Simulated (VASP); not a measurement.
# ZnO (Pm-3m) in VASP: notebook, part 2 of 2

VASP 6.6.1. The steps go on from the part before.

**4. Single point, PBE-based screened hybrid with 5 % exact exchange**

Contents of POSCAR:

```
ZnO
1.0
    2.6461709623      0.0000000000      0.0000000000
    0.0000000000      2.6461709623      0.0000000000
    0.0000000000      0.0000000000      2.6461709623
Zn O
1 1
Direct
    0.0000000000      0.0000000000      0.0000000000
    0.5000000000      0.5000000000      0.5000000000
```

Contents of INCAR.step1:

```
PREC = Accurate ; ENCUT = 520
EDIFF = 1E-5 ; ISMEAR = -1
SIGMA = 0.02 ; LREAL = F
LASPH = T ; NELM = 60
ALGO = Normal ; ISIF = 2
LWAVE = T ; LCHARG = F
NBANDS = 16 ; GGA = PE
```

Contents of INCAR.step2:

```
PREC = Accurate ; ENCUT = 520
EDIFF = 1E-6 ; ISMEAR = -1
SIGMA = 0.02 ; LREAL = F
LASPH = T ; NELM = 60
ALGO = Normal ; ISIF = 2
LWAVE = F ; LCHARG = F
GGA = PE ; LHFCALC = T
AEXX = 0.05 ; HFSCREEN = 0.2078
PRECFOCK = Normal ; NBANDS = 16
ISTART = 1
```

Contents of KPOINTS:

```
Automatic mesh
0
Gamma
  4 4 4
```

Potentials or basis: VASP PAW PBE potentials, release 64 (Zn, O).

Command:

```bash
$ cat potpaw_PBE.64/Zn/POTCAR potpaw_PBE.64/O/POTCAR > POTCAR
$ cp INCAR.step1 INCAR
$ mpirun -np 1 vasp_std > vasp.out
$ cp INCAR.step2 INCAR
$ mpirun -np 1 vasp_std > vasp.out
```

OUTCAR:

```text
PREC = Accurate
   ENCUT = 520
   EDIFF = 1E-6
   ISMEAR = -1
   LREAL = F
   LASPH = T
   NELM = 60
   ISIF = 2
   GGA = PE
   LHFCALC = T
   AEXX = 0.05
   HFSCREEN = 0.2078
   PRECFOCK = Normal
   ISTART = 1

 ion  position               nearest neighbor table
   1  0.000  0.000  0.000-   2 2.29   2 2.29   2 2.29   2 2.29   2 2.29   2 2.29   2 2.29   2 2.29

   2  0.500  0.500  0.500-   1 2.29   1 2.29   1 2.29   1 2.29   1 2.29   1 2.29   1 2.29   1 2.29

  LATTYP: Found a simple cubic cell.
 ALAT       =     2.6461709623

  Lattice vectors:

 A1 = (   2.6461709623,   0.0000000000,   0.0000000000)
 A2 = (   0.0000000000,   2.6461709623,   0.0000000000)
 A3 = (   0.0000000000,   0.0000000000,   2.6461709623)

Analysis of symmetry for initial positions (statically):
=====================================================================
 Subroutine PRICEL returns:
 Original cell was already a primitive cell.

 Routine SETGRP: Setting up the symmetry group for a
 simple cubic supercell.

 Subroutine GETGRP returns: Found 48 space group operations
 (whereof 48 operations were pure point group operations)
 out of a pool of 48 trial point group operations.

The static configuration has the point symmetry O_h .

Analysis of symmetry for dynamics (positions and initial velocities):
=====================================================================
 Subroutine PRICEL returns:
 Original cell was already a primitive cell.

 Routine SETGRP: Setting up the symmetry group for a
 simple cubic supercell.
[... 107 lines left out ...]
   IALGO  =     38    algorithm
   IMIX   =      1    mixing-type and parameters
     AMIX     =   0.40;   BMIX     =  1.00
     AMIX_MAG =   1.60;   BMIX_MAG =  1.00
  volume/ion in A,a.u.               =       9.26        62.52
  Fermi-wavevector in a.u.,A,eV,Ry     =   1.621366  3.063938 35.767379  2.628828
  Thomas-Fermi vector in A             =   2.715154
   LORBIT       =      0    0 simple, 1 ext, 2 COOP (PROOUT), +10 PAW based schemes
   GGA     = PE    functional components
   LHFCALC =     T    Hartree Fock is set to
   PRECFOCK=normal    Normal, Fast or Accurate (Low or Medium for compatibility)
   ENCUT4O =  -1.0   cutoff for four orbital integrals eV
   NKREDX  =     1    reduce k-point grid by
   NKREDY  =     1    reduce k-point grid by
   NKREDZ  =     1    reduce k-point grid by
   AEXX    =    0.0500 exact exchange contribution
   HFSCREEN=    0.2078 screening length (either q_TF or 0.3 A-1)
   HFSCREENC=   0.2078 screening length for correlation (either q_TF or 0.3 A-1)
   ENCUTFOCK=  -1.0 apply spherical cutoff to Coloumb kernel
   IVDW    =     0    specifies the selected vdW correction
   LEPSILON=     F    determine dielectric tensor
   LRPA    =     F    only Hartree local field effects (RPA)
 non-spin polarized calculation
  energy-cutoff  :      520.00
  volume of cell :       18.53
 maximum number of plane-waves:       507
 NGX is ok and might be reduce to    20
  NGX = 16; NGY = 16; NGZ = 16

 number of electron      18.0000025 magnetization

 Free energy of the ion-electron system (eV)
  ---------------------------------------------------
  ext. energy  EPLUGINS =         0.00000000
  ---------------------------------------------------
  free energy    TOTEN  =        -7.84135550 eV

  energy without entropy =       -7.83957248  energy(sigma->0) =       -7.84046399

 E-fermi :   3.4370     XC(G=0): -12.2909

 val. band max:        3.4041903861   @ k =   0.5000   0.0000   0.0000
 cond. band min:       6.1959598323   @ k =   0.2500   0.0000   0.0000
 fundamental gap:      2.7917694462
 Fermi energy:         3.4370420512

 k-point     1 :       0.0000    0.0000    0.0000
  band No.  band energies     occupation
      1     -15.7945      2.00000
      2      -3.4655      2.00000
      3      -3.4655      2.00000
      4      -2.2847      2.00000
      5      -2.2847      2.00000
      6      -2.2847      2.00000
[... 167 lines left out ...]
      3      -4.2191      2.00000
      4      -4.2191      2.00000
      5      -1.9684      2.00000
      6      -1.9684      2.00000
[... 8 lines left out ...]
     15      25.2202      0.00000
     16      25.2202      0.00000

------------------------ aborting loop because EDIFF is reached ----------------------------------------

  FORCE on cell =-STRESS in cart. coord.  units (eV):
  Direction    XX          YY          ZZ          XY          YZ          ZX
  --------------------------------------------------------------------------------------
  -------------------------------------------------------------------------------------
  Total        1.0011074      1.0011074      1.0011074     -0.0000000     -0.0000000     -0.0000000
  in kB       86.5640512     86.5640512     86.5640512     -0.0000000     -0.0000000     -0.0000000
  external PRESSURE =      86.5640512 kB  Pullay stress =       0.0000000 kB

 VOLUME and BASIS-vectors are now :
 -----------------------------------------------------------------------------
  energy-cutoff  :      520.00
  volume of cell :       18.53
      direct lattice vectors                 reciprocal lattice vectors
     2.646170962  0.000000000  0.000000000     0.377904532  0.000000000  0.000000000
     0.000000000  2.646170962  0.000000000     0.000000000  0.377904532  0.000000000
     0.000000000  0.000000000  2.646170962     0.000000000  0.000000000  0.377904532

 POSITION                                       TOTAL-FORCE (eV/Angst)
 -----------------------------------------------------------------------------------
      0.00000      0.00000      0.00000         0.000000      0.000000      0.000000
      1.32309      1.32309      1.32309         0.000000      0.000000      0.000000
 -----------------------------------------------------------------------------------
    total drift:                               -0.000000     -0.000000     -0.000000

  FREE ENERGIE OF THE ION-ELECTRON SYSTEM (eV)
  ---------------------------------------------------
  free  energy   TOTEN  =        -7.8413554976 eV

  energy  without entropy=       -7.8395724785  energy(sigma->0) =       -7.84046399
```

OUTCAR.step1:

```text
PREC = Accurate
   ENCUT = 520
   EDIFF = 1E-5
   ISMEAR = -1
   LREAL = F
[... 396 lines left out ...]
      0.00000      0.00000      0.00000         0.000000      0.000000      0.000000
      1.32309      1.32309      1.32309         0.000000      0.000000      0.000000
 -----------------------------------------------------------------------------------
    total drift:                                0.000000      0.000000      0.000000

  FREE ENERGIE OF THE ION-ELECTRON SYSTEM (eV)
  ---------------------------------------------------
  free  energy   TOTEN  =        -7.3972792864 eV

  energy  without entropy=       -7.3954996686  energy(sigma->0) =       -7.39638948
```

Wall time 60 s (1 thread of Intel Xeon 6975P-C (Granite Rapids), shared host); peak memory 0.23 GiB.

Results:

- Free energy: -7.8414 eV
- Pressure: 8.7 GPa
- Band gap on the k mesh: zero (bands 9 and 10 overlap by 0.39 eV)

Levels at points of the mesh, in eV from the Fermi level:
```csv
k point,band 7,band 8,band 9,band 10,band 11,band 12
"(0.00, 0.00, 0.00)",-1.34,-1.34,-1.34,-0.42,14.64,14.64
"(0.50, 0.00, 0.00)",-4.79,-0.03,-0.03,5.56,7.22,16.39
"(0.50, 0.50, 0.00)",-5.25,-5.25,-0.22,3.02,10.80,10.80
"(0.50, 0.50, 0.50)",-1.52,-1.52,-1.52,5.80,5.80,5.80
```

Caveat: the k points lie up to 0.59 Å⁻¹ apart; the PAW data sets were made with another functional, which shifts forces and pressure a little.

**5. Single point, PBE-based screened hybrid with 10 % exact exchange**

POSCAR is that of step 4.

Contents of INCAR.step1:

```
SYSTEM = ZnO
ALGO     = Normal         ! electronic algorithm
EDIFF    = 1E-5           ! SCF threshold, eV
ENCUT    = 520            ! plane-wave cutoff, eV
GGA      = PE             ! functional
ISIF     = 2              ! what is computed and relaxed
ISMEAR   = -1             ! smearing method
LASPH    = .TRUE.         ! aspherical terms in the spheres
LREAL    = .FALSE.        ! projectors in reciprocal space
LWAVE    = .TRUE.         ! write WAVECAR
NBANDS   = 16             ! bands
NELM     = 100            ! most SCF steps
PREC     = Accurate       ! precision mode
SIGMA    = 0.02           ! smearing width, eV
```

Contents of INCAR.step2:

```
SYSTEM = ZnO
AEXX     = 0.1            ! exact-exchange fraction
ALGO     = Normal         ! electronic algorithm
EDIFF    = 1E-6           ! SCF threshold, eV
ENCUT    = 520            ! plane-wave cutoff, eV
GGA      = PE             ! functional
HFSCREEN = 0.2078         ! screening, 1/A
ISIF     = 2              ! what is computed and relaxed
ISMEAR   = -1             ! smearing method
ISTART   = 1            
LASPH    = .TRUE.         ! aspherical terms in the spheres
LCHARG   = .TRUE.         ! write CHGCAR
LELF     = .TRUE.         ! ELF
LHFCALC  = .TRUE.         ! exact exchange
LREAL    = .FALSE.        ! projectors in reciprocal space
LVHAR    = .TRUE.       
LWAVE    = .FALSE.        ! write WAVECAR
NBANDS   = 16             ! bands
NELM     = 100            ! most SCF steps
PREC     = Accurate       ! precision mode
PRECFOCK = Normal       
SIGMA    = 0.02           ! smearing width, eV
```

Contents of KPOINTS:

```
k-points
0
G
  4 4 4
  0 0 0
```

Command:

```bash
$ cat potpaw_PBE.64/Zn/POTCAR potpaw_PBE.64/O/POTCAR > POTCAR
$ cp INCAR.step1 INCAR
$ mpirun -np 1 vasp_std > vasp.out
$ cp INCAR.step2 INCAR
$ mpirun -np 1 vasp_std > vasp.out
```

Run time: 66 s. Hardware: 1 thread of Intel Xeon 6975P-C (Granite Rapids), shared host; peak memory 0.23 GiB.

The run converged. Its results:

```
Free energy            : -8.2955 eV
Pressure               : 7.2 GPa
Band gap on the k mesh : zero (bands 9 and 10 overlap by 0.14 eV)
```

Levels at points of the mesh, in eV from the Fermi level:
```csv
k point,band 5,band 6,band 7,band 8,band 9,band 10,band 11,band 12,band 13,band 14
"(0.00, 0.00, 0.00)",-6.01,-6.01,-1.35,-1.35,-1.35,-0.18,14.98,14.98,18.92,18.92
"(0.50, 0.00, 0.00)",-6.65,-5.97,-4.99,-0.03,-0.03,5.88,7.64,16.81,16.81,18.05
"(0.50, 0.50, 0.00)",-6.20,-5.70,-5.32,-5.32,-0.21,3.35,11.23,11.23,16.82,22.70
"(0.50, 0.50, 0.50)",-5.67,-5.67,-1.60,-1.60,-1.60,6.12,6.12,6.12,10.80,22.27
```

Caveat: the k points lie up to 0.59 Å⁻¹ apart; the PAW data sets were made with another functional, which shifts forces and pressure a little.

**6. Single point, HSE06**

POSCAR is that of step 5.

Contents of INCAR.step1:

```
PREC = Accurate ; ENCUT = 520
EDIFF = 1E-5 ; ISMEAR = -1
SIGMA = 0.02 ; LREAL = F
LASPH = T ; NELM = 100
ALGO = Normal ; ISIF = 2
LWAVE = T ; LCHARG = F
GGA = PE ; NBANDS = 16
```

Contents of INCAR.step2:

```
PREC = Accurate ; ENCUT = 520
EDIFF = 1E-6 ; ISMEAR = -1
SIGMA = 0.02 ; LREAL = F
LASPH = T ; NELM = 100
ALGO = Normal ; ISIF = 2
LWAVE = F ; LCHARG = F
GGA = PE ; LHFCALC = T
HFSCREEN = 0.2079 ; PRECFOCK = Normal
ISTART = 1 ; NBANDS = 16
```

Contents of KPOINTS:

```
regular mesh
0
Gamma
  4 4 4
```

Potentials or basis: VASP PAW PBE potentials, release 64 (Zn, O).

Command:

```bash
$ cat potpaw_PBE.64/Zn/POTCAR potpaw_PBE.64/O/POTCAR > POTCAR
$ cp INCAR.step1 INCAR
$ mpirun -np 1 vasp_std > vasp.out
$ cp INCAR.step2 INCAR
$ mpirun -np 1 vasp_std > vasp.out
```

Run time: 74 s. Hardware: 1 thread of Intel Xeon 6975P-C (Granite Rapids), shared host; peak memory 0.23 GiB.

The run converged. Its results:

```
Free energy            : -9.7371 eV
Pressure               : 1.0 GPa
Band gap on the k mesh : 0.85 eV (least direct gap 2.17 eV)
```

Levels at points of the mesh, in eV from the valence-band top:
| k point | band 5 | band 6 | band 7 | band 8 | band 9 | band 10 | band 11 | band 12 | band 13 | band 14 |
| --- | --- | --- | --- | --- | --- | --- | --- | --- | --- | --- |
| (0.00, 0.00, 0.00) | -6.90 | -6.90 | -1.32 | -1.32 | -1.32 | 0.85 | 16.02 | 16.02 | 20.44 | 20.44 |
| (0.50, 0.00, 0.00) | -7.51 | -6.86 | -5.56 | 0.00 | 0.00 | 6.92 | 8.97 | 18.09 | 18.09 | 19.13 |
| (0.50, 0.50, 0.00) | -7.05 | -6.52 | -5.47 | -5.47 | -0.13 | 4.36 | 12.57 | 12.57 | 17.95 | 24.23 |
| (0.50, 0.50, 0.50) | -6.49 | -6.49 | -1.77 | -1.77 | -1.77 | 7.12 | 7.12 | 7.12 | 12.26 | 23.79 |

Caveat: the k points lie up to 0.59 Å⁻¹ apart; the PAW data sets were made with another functional, which shifts forces and pressure a little. A k mesh can miss the band edges.

**7. The runs side by side**

| level | share of exact exchange | screening parameter | gap on the mesh (eV) | pressure (GPa) |
| --- | --- | --- | --- | --- |
| PBE-based screened hybrid with 20 % exact exchange | 0.2 | 0.5 1/Å | 0.06 | 4.7 |
| PBE-based screened hybrid with 50 % exact exchange | 0.5 | 0.1 1/Å | 3.35 | -6.4 |
| PBE-based screened hybrid with 5 % exact exchange | 0.05 | 0.2078 1/Å | none | 8.7 |
| PBE-based screened hybrid with 10 % exact exchange | 0.1 | 0.2078 1/Å | none | 7.2 |
| HSE06 | 0.25 | 0.2079 1/Å | 0.85 | 1.0 |

Alike in all rows: task single point; potentials or basis VASP PAW PBE potentials, release 64 (Zn, O); no spin polarisation; cell as given; k mesh 4 × 4 × 4; cutoff (eV) 520; smearing fermi-dirac 0.02 eV.

Caveats: all runs use coarse meshes; the PAW data sets were made with another functional, which shifts forces and pressure a little.

Absolute energies hang on the potentials; compare differences alone.
